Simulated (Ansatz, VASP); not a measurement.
Ti in VASP and in Ansatz

```xyz
1
Lattice="-1.5981 1.5981 1.5981 1.5981 -1.5981 1.5981 1.5981 1.5981 -1.5981" Properties=species:S:1:pos:R:3 pbc="T T T"
Ti    0.0000    0.0000    0.0000
```

Alike in both runs: task single point; functional PBE; k mesh 22 × 22 × 22; occupations gaussian, width 0.15 eV; no spin polarisation.

|  | VASP | Ansatz |
| --- | --- | --- |
| version | VASP 6.6.1 | Ansatz 0.2.0 |
| potentials or method | VASP PAW PBE potentials, release 64 (Ti_sv), cutoff 520 eV | scalar-relativistic, plane waves, PAW |
| valence electrons in the cell | 12 | 12 |

Ansatz gave:

| Quantity | Value |
| --- | --- |
| gap on the k mesh at the Fermi level (eV) | none |
| pressure (GPa) | 6.4 |

Question: Estimate VASP's values.

Answer: gap on the k mesh at the Fermi level (eV): none; pressure (GPa): 6.1.

A gap of «none» marks a metal or a gap that the smearing closes. With one functional, cell and mesh, what is left measures potentials, basis and numerics.
